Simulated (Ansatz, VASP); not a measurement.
# CsI in VASP and in Ansatz

File INCAR:

```
SYSTEM = CsI
PREC = Accurate ; ENCUT = 400
EDIFF = 1E-8 ; ISMEAR = -1
SIGMA = 0.01 ; LREAL = .False.
LASPH = .True. ; NELM = 120
ALGO = Normal ; ISIF = 2
LWAVE = .False. ; LCHARG = .False.
GGA = CA ; LEFG = .True.
NBANDS = 15 ; GGA_COMPAT = .False.
```

File KPOINTS:

```
regular mesh
0
Gamma
  7 7 7
  0 0 0
```

Contents of POSCAR:

```
CsI
1.0
    4.5667000000      0.0000000000      0.0000000000
    0.0000000000      4.5667000000      0.0000000000
    0.0000000000      0.0000000000      4.6123670000
Cs I
1 1
Direct
    0.0000000000      0.0000000000      0.0000000000
    0.5000000000      0.5000000000      0.5000000000
```

Input for Ansatz:

```yaml
crystal:
  lattice:
    - [4.5667, 0.0, 0.0]
    - [0.0, 4.5667, 0.0]
    - [0.0, 0.0, 4.612367]
  atoms:
    - { symbol: Cs, position: [0.0, 0.0, 0.0] }
    - { symbol: I, position: [0.5, 0.5, 0.5] }
kpoints:
  mp_grid: { grid: [7, 7, 7] }
scf:
  occupations: { method: fermi_dirac, width: 0.01 }
hamiltonian:
  xc: lda
  pseudopotentials: { kind: all_electron, datasets: crystal }
output:
  forces: true
  stress: true
  eigenvalues: true
  efg: { contact_densities: true }
```

Change from the starting cell: zz strain of +1 %, crystal datasets.

Alike in both runs: task electric field gradients; functional LDA; k mesh 7 × 7 × 7; occupations fermi-dirac, width 0.01 eV; no spin polarisation.

|  | VASP | Ansatz |
| --- | --- | --- |
| version | VASP 6.6.1 | Ansatz 0.2.0 |
| potentials or method | VASP PAW LDA potentials, release 64 (Cs_sv, I), cutoff 400 eV | all-electron PAW with datasets made for the crystal, scalar-relativistic |

|  | VASP | Ansatz | Ansatz less VASP |
| --- | --- | --- | --- |
| gap on the k mesh at the Fermi level (eV) | 3.51 | 3.51 | -0.009 |
| pressure (GPa) | -1.5 | -1.5 | -0.04 |
| traceless stress, the component that is largest in VASP (GPa) | -0.12 | -0.11 | 0.000 |
| size of Vzz on the site where it differs most (V/Å²) | 6.4 | 6.6 | +0.19 |

LDA's correlation is that of Perdew and Zunger in VASP and of Perdew and Wang (1992) in Ansatz. Ansatz ran all-electron here, and VASP with PAW potentials.

Spin-orbit coupling is off throughout.
